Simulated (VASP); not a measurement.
The system is ZrSc.

```
Zr Sc
1.0
     3.28285    0.00000    0.00000
    -1.64142    2.84303    0.00000
     0.00000    0.00000    5.15501
Zr Sc
1 1
Direct
  0.66667 0.33333 0.00000
  0.00000 0.00000 0.50000
```

| Item | Value |
| --- | --- |
| Program | VASP 6.6.1 |
| Task | relaxation of cell and atoms |
| Functional | PBEsol |
| Potentials or basis | VASP PAW PBE potentials, release 64 (Zr_sv, Sc_sv) |
| Cutoff | 600 eV |
| k mesh | 15 × 15 × 8 |
| Occupations | gaussian, width 0.1 eV |
| Spin | no spin polarisation |

At the start: pressure -3.6 GPa; volume 24.06 Å³/atom.

Question: How do energy, volume and symmetry change on relaxing?

Answer: Over 13 steps the energy falls by 14.0 meV/atom and the volume is 22.87 Å³/atom (-4.9 %); space group P-6m2 (No. 187, to 0.1 Å) before and after.

Step by step:
```
step  energy change (eV)  largest force (eV/Å)  pressure (GPa)  volume (Å³)
   1              0.0000                0.0000           -3.63        48.11
   2             -0.0180                0.0000            2.43        44.42
   3             -0.0280                0.0000            0.00        45.75
   4             -0.0280                0.0000            0.05        45.70
   5             -0.0280                0.0000            0.00        45.74
   6             -0.0280                0.0000           -0.02        45.76
   7             -0.0280                0.0000           -0.01        45.76
   8             -0.0280                0.0000           -0.05        45.77
   9             -0.0280                0.0000           -0.05        45.77
  10             -0.0280                0.0000           -0.05        45.76
  11             -0.0280                0.0000            0.03        45.71
  12             -0.0280                0.0000            0.03        45.73
  13             -0.0280                0.0000            0.00        45.74
```

Final structure:
```cif
data_structure
_symmetry_space_group_name_H-M 'P 1'
_symmetry_Int_Tables_number 1
_cell_length_a 3.2254
_cell_length_b 3.2254
_cell_length_c 5.0772
_cell_angle_alpha 90.000
_cell_angle_beta 90.000
_cell_angle_gamma 120.000
_cell_volume 45.74
loop_
_atom_site_label
_atom_site_type_symbol
_atom_site_fract_x
_atom_site_fract_y
_atom_site_fract_z
_atom_site_occupancy
Zr1 Zr 0.66667 0.33333 0.00000 1
Sc1 Sc 0.00000 0.00000 0.50000 1
```

Caveat: the PAW data sets were made with another functional, which shifts forces and pressure a little.
